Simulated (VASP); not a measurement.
# TiO2 (Fm-3m) in VASP: single point with PBEsol

Aim: the single point of TiO2 with PBEsol.

All numbers are computed with VASP 6.6.1; they aren't measurements. Logs are shortened: lines on timing, memory, paths and dates and some standing lists are left out, and cuts for length are marked.

### Step 1. The cell of the first run

The structure is cubic, space group Fm-3m (No. 225). The conventional cell has a = 5.175 Å, b = 5.175 Å, c = 5.175 Å, α = 90.00°, β = 90.00°, γ = 90.00°. Ti (site symmetry m-3m) has 8 O at 2.24 Å within 3.0 Å. O (site symmetry -43m) has 4 Ti at 2.24 Å and 6 O at 2.59 Å within 3.0 Å.

### Step 2. Single point, PBEsol (Hf replaced by Ti, lengths x 0.971, strained)

The input, INCAR:

```
PREC     = Accurate       # precision mode
ENCUT    = 520            # plane-wave cutoff, eV
EDIFF    = 1E-7           # SCF threshold, eV
ISMEAR   = 0              # smearing method
SIGMA    = 0.02           # smearing width, eV
LREAL    = False          # projectors in reciprocal space
LASPH    = True           # aspherical terms in the spheres
NELM     = 100            # most SCF steps
ALGO     = Normal         # electronic algorithm
ISIF     = 2              # what is computed and relaxed
LWAVE    = False          # write WAVECAR
LCHARG   = False          # write CHGCAR
GGA      = PS             # functional
NBANDS   = 19             # bands
```

The input, KPOINTS:

```
Automatic mesh
0
Gamma
  10 10 10
```

The input, POSCAR:

```
TiO2
1.0
    0.0000000000      2.5875848638      2.5875848638
    2.5875848638      0.0000000000      2.5875848638
    2.5875848638      2.5875848638      0.0000000000
Ti O
1 2
Direct
    0.0000000000      0.0000000000      0.0000000000
    0.2500000000      0.2500000000      0.2500000000
    0.7500000000      0.7500000000      0.7500000000
```

Potentials or basis: VASP PAW PBE potentials, release 64 (Ti_sv, O).

Started as:

```bash
> cat potpaw_PBE.64/Ti_sv/POTCAR potpaw_PBE.64/O/POTCAR > POTCAR
> mpirun -np 1 vasp_std > vasp.out
```

OUTCAR:

```text
PREC = Accurate
   ENCUT = 520
   EDIFF = 1E-7
   ISMEAR = 0
   LREAL = False
   LASPH = True
   NELM = 100
   ISIF = 2
   GGA = PS

 ion  position               nearest neighbor table
   1  0.000  0.000  0.000-   3 2.24   3 2.24   3 2.24   2 2.24   3 2.24   2 2.24   2 2.24   2 2.24

   2  0.250  0.250  0.250-   1 2.24   1 2.24   1 2.24   1 2.24
   3  0.750  0.750  0.750-   1 2.24   1 2.24   1 2.24   1 2.24

  LATTYP: Found a face centered cubic cell.
 ALAT       =     5.1751697276

  Lattice vectors:

 A1 = (   0.0000000000,   2.5875848638,   2.5875848638)
 A2 = (   2.5875848638,   0.0000000000,   2.5875848638)
 A3 = (   2.5875848638,   2.5875848638,   0.0000000000)

Analysis of symmetry for initial positions (statically):
=====================================================================
 Subroutine PRICEL returns:
 Original cell was already a primitive cell.

 Routine SETGRP: Setting up the symmetry group for a
 face centered cubic supercell.

 Subroutine GETGRP returns: Found 48 space group operations
 (whereof 48 operations were pure point group operations)
 out of a pool of 48 trial point group operations.

The static configuration has the point symmetry O_h .

Analysis of symmetry for dynamics (positions and initial velocities):
=====================================================================
 Subroutine PRICEL returns:
 Original cell was already a primitive cell.

 Routine SETGRP: Setting up the symmetry group for a
 face centered cubic supercell.

 Subroutine GETGRP returns: Found 48 space group operations
 (whereof 48 operations were pure point group operations)
 out of a pool of 48 trial point group operations.

The dynamic configuration has the point symmetry O_h .

 Subroutine INISYM returns: Found 48 space group operations
 (whereof 48 operations are pure point group operations),
 and found     1 'primitive' translations

----------------------------------------------------------------------------------------

                                     Primitive cell

  volume of cell :      34.6508

  direct lattice vectors                    reciprocal lattice vectors
     0.000000000  2.587584864  2.587584864    -0.193230377  0.193230377  0.193230377
     2.587584864  0.000000000  2.587584864     0.193230377 -0.193230377  0.193230377
     2.587584864  2.587584864  0.000000000     0.193230377  0.193230377 -0.193230377

  length of vectors
[... 83 lines left out ...]
   NELM   =    100;   NELMIN=  2; NELMDL= -5     # of ELM steps
   EDIFF  = 0.1E-06   stopping-criterion for ELM
   LREAL  =      F    real-space projection
   EDIFFG = 0.1E-05   stopping-criterion for IOM
   NSW    =      0    number of steps for IOM
   IBRION =     -1    ionic relax: 0-MD 1-quasi-New 2-CG
   NFREE  =      0    steps in history (QN), initial steepest desc. (CG)
   ISIF   =      2    stress and relaxation
   ISYM   =      2    0-nonsym 1-usesym 2-fastsym
   POTIM  = 0.5000    time-step for ionic-motion
   TEBEG  =    0.0;   TEEND  =   0.0 temperature during run
   PSTRESS=    0.0 pullay stress
   NELECT =      24.0000    total number of electrons
   NUPDOWN=      -1.0000    fix difference up-down
   EMIN   =  10.00;   EMAX   =-10.00  energy-range for DOS
   EFERMI =   0.00;   METHOD = LEGACY
   ISMEAR =     0;   SIGMA  =   0.02  broadening in eV -4-tet -1-fermi 0-gaus
   EFERMI_NEDOS =   21; number of points for ismear=-14 and -15
   IALGO  =     38    algorithm
   IMIX   =      4    mixing-type and parameters
     AMIX     =   0.40;   BMIX     =  1.00
     AMIX_MAG =   1.60;   BMIX_MAG =  1.00
  volume/ion in A,a.u.               =      11.55        77.95
  Fermi-wavevector in a.u.,A,eV,Ry     =   1.448463  2.737198 28.545624  2.098044
  Thomas-Fermi vector in A             =   2.566301
   LORBIT       =      0    0 simple, 1 ext, 2 COOP (PROOUT), +10 PAW based schemes
   GGA     = PS    functional components
   LHFCALC =     F    Hartree Fock is set to
   AEXX    =    0.0000 exact exchange contribution
   IVDW    =     0    specifies the selected vdW correction
   LEPSILON=     F    determine dielectric tensor
   LRPA    =     F    only Hartree local field effects (RPA)
 non-spin polarized calculation
 Gauss-broadening in eV      SIGMA  =   0.02
  energy-cutoff  :      520.00
  volume of cell :       34.65
 maximum number of plane-waves:       951
   NGX = 13   NGY = 13   NGZ = 13

 number of electron      23.9999998 magnetization

 Free energy of the ion-electron system (eV)
  ---------------------------------------------------
  ext. energy  EPLUGINS =         0.00000000
  ---------------------------------------------------
  free energy    TOTEN  =       -26.29439533 eV

  energy without entropy =      -26.29439533  energy(sigma->0) =      -26.29439533

 E-fermi :   4.7315     XC(G=0): -11.2904

 val. band max:        4.5863152915   @ k =   0.5000   0.5000   0.0000
 cond. band min:       5.4434460770   @ k =   0.0000   0.0000   0.0000
 fundamental gap:      0.8571307855
 Fermi energy:         4.7315040692

 k-point     1 :       0.0000    0.0000    0.0000
  band No.  band energies     occupation
      1     -53.3863      2.00000
      2     -29.5623      2.00000
      3     -29.5623      2.00000
      4     -29.5623      2.00000
      5     -13.5642      2.00000
      6     -10.9478      2.00000
[... 505 lines left out ...]
      6     -11.7625      2.00000
[... 11 lines left out ...]
     18      13.6986      0.00000
     19      15.9961      0.00000

 [... further k-points ...]

------------------------ aborting loop because EDIFF is reached ----------------------------------------

  FORCE on cell =-STRESS in cart. coord.  units (eV):
  Direction    XX          YY          ZZ          XY          YZ          ZX
  --------------------------------------------------------------------------------------
  -------------------------------------------------------------------------------------
  Total       -8.2715133     -8.2715133     -8.2715133     -0.0000000      0.0000000      0.0000000
  in kB     -382.4562401   -382.4562401   -382.4562401     -0.0000000      0.0000000      0.0000000
  external PRESSURE =    -382.4562401 kB  Pullay stress =       0.0000000 kB

 VOLUME and BASIS-vectors are now :
 -----------------------------------------------------------------------------
  energy-cutoff  :      520.00
  volume of cell :       34.65
      direct lattice vectors                 reciprocal lattice vectors
     0.000000000  2.587584864  2.587584864    -0.193230377  0.193230377  0.193230377
     2.587584864  0.000000000  2.587584864     0.193230377 -0.193230377  0.193230377
     2.587584864  2.587584864  0.000000000     0.193230377  0.193230377 -0.193230377

 POSITION                                       TOTAL-FORCE (eV/Angst)
 -----------------------------------------------------------------------------------
      0.00000      0.00000      0.00000         0.000000     -0.000000      0.000000
      1.29379      1.29379      1.29379        -0.000000     -0.000000     -0.000000
      3.88138      3.88138      3.88138         0.000000      0.000000      0.000000
 -----------------------------------------------------------------------------------
    total drift:                                0.000000     -0.000000      0.000000

  FREE ENERGIE OF THE ION-ELECTRON SYSTEM (eV)
  ---------------------------------------------------
  free  energy   TOTEN  =       -26.2943953268 eV

  energy  without entropy=      -26.2943953268  energy(sigma->0) =      -26.29439533
```

Wall time 65 s (1 thread of Intel Xeon 8259CL, shared host); peak memory 0.17 GiB.

What came out:

| Item | Value |
| --- | --- |
| Free energy | -26.2944 eV |
| Pressure | -38.2 GPa |
| Band gap on the k mesh | 0.86 eV (least direct gap 1.31 eV) |

Caveat: the cell differs from its parent crystal (Hf replaced by Ti, lengths x 0.971, strained); the cell stands under tension; the PAW data sets were made with another functional, which shifts forces and pressure a little. A k mesh can miss the band edges.
